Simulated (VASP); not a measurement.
Input of a VASP 6.6.1 run:

File INCAR:

```
ALGO     = Normal         # electronic algorithm
EDIFF    = 1E-6           # SCF threshold, eV
ENCUT    = 520            # plane-wave cutoff, eV
ISIF     = 2              # what is computed and relaxed
ISMEAR   = 0              # smearing method
LASPH    = True           # aspherical terms in the spheres
LCHARG   = False          # write CHGCAR
LREAL    = False          # projectors in reciprocal space
LWAVE    = False          # write WAVECAR
NBANDS   = 28             # bands
NELM     = 60             # most SCF steps
PREC     = Accurate       # precision mode
SIGMA    = 0.05           # smearing width, eV
```

File KPOINTS:

```
k-points
0
Gamma
  4 4 4
```

Contents of POSCAR:

```
KCaCl3
1.0
    5.3935230000      0.0000000000      0.0000000000
    0.0000000000      5.3935230000      0.0000000000
    0.0000000000      0.0000000000      5.3935230000
K Ca Cl
1 1 3
Direct
    0.0000000000      0.0000000000      0.0000000000
    0.5000000000      0.5000000000      0.5000000000
    0.0000000000      0.5000000000      0.5000000000
    0.5000000000      0.0000000000      0.5000000000
    0.5000000000      0.5000000000      0.0000000000
```

Potentials or basis: VASP PAW LDA potentials, release 64 (K_sv, Ca_sv, Cl).

Run with:

```sh
$ cat potpaw_LDA.64/K_sv/POTCAR potpaw_LDA.64/Ca_sv/POTCAR potpaw_LDA.64/Cl/POTCAR > POTCAR
$ mpirun -np 1 vasp_std > vasp.out
```

Q: Predict the band gap on the k mesh.

A: 4.36 eV, indirect (least direct gap 4.65 eV).

Q: Estimate the pressure.

A: -2.6 GPa.

A k mesh can miss the band edges. A hybrid or GW would open this gap; LDA tends to underestimate it.
